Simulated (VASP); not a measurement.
Wanted: the native input for a VASP 6.6.1 run.

| Quantity | Value |
| --- | --- |
| Task | single point |
| Functional | LDA |
| Potentials or basis | VASP PAW LDA potentials, release 64 (Se, Ga_d, Cu) |
| Cutoff | 520 eV |
| k mesh | 6 × 6 × 6 |
| Occupations | gaussian, width 0.01 eV |
| Spin | no spin polarisation |
| Dipole correction | no |
| Further INCAR settings | ALGO = Normal; EDIFF = 1e-07; NBANDS = 46 |

The structure of GaCuSe2 lies in POSCAR:

```
GaCuSe2
1.0
   -2.8095500000      2.8095500000      5.5130000000
    2.8095500000     -2.8095500000      5.5130000000
    2.8095500000      2.8095500000     -5.5130000000
Se Ga Cu
4 2 2
Direct
    0.1256200000      0.6250000000      0.0006200000
    0.8750000000      0.8743800000      0.4993800000
    0.6243800000      0.1250000000      0.9993800000
    0.3750000000      0.3756200000      0.5006200000
    0.2500000000      0.7500000000      0.5000000000
    0.5000000000      0.5000000000      0.0000000000
    0.7500000000      0.2500000000      0.5000000000
    0.0000000000      0.0000000000      0.0000000000
```

The input as run:

INCAR

```
PREC = Accurate
ENCUT = 520
EDIFF = 1E-7
ISMEAR = 0
SIGMA = 0.01
LREAL = False
LASPH = True
NELM = 80
ALGO = Normal
ISIF = 2
LWAVE = False
LCHARG = False
GGA = CA
NBANDS = 46
```

KPOINTS

```
Automatic mesh
0
Gamma
  6 6 6
```

Potentials or basis: VASP PAW LDA potentials, release 64 (Se, Ga_d, Cu).

Launch:

```sh
$ cat potpaw_LDA.64/Se/POTCAR potpaw_LDA.64/Ga_d/POTCAR potpaw_LDA.64/Cu/POTCAR > POTCAR
$ mpirun -np 1 vasp_std > vasp.out
```

It gave:

| Item | Value |
| --- | --- |
| Pressure | -2.7 GPa |
| Largest force | 0.436 eV/Å |
| Band gap on the k mesh | 0.13 eV |

It took 16 min on 1 thread of Oxide Virtual Turin-like Processor (shared host), peak memory 0.41 GiB.
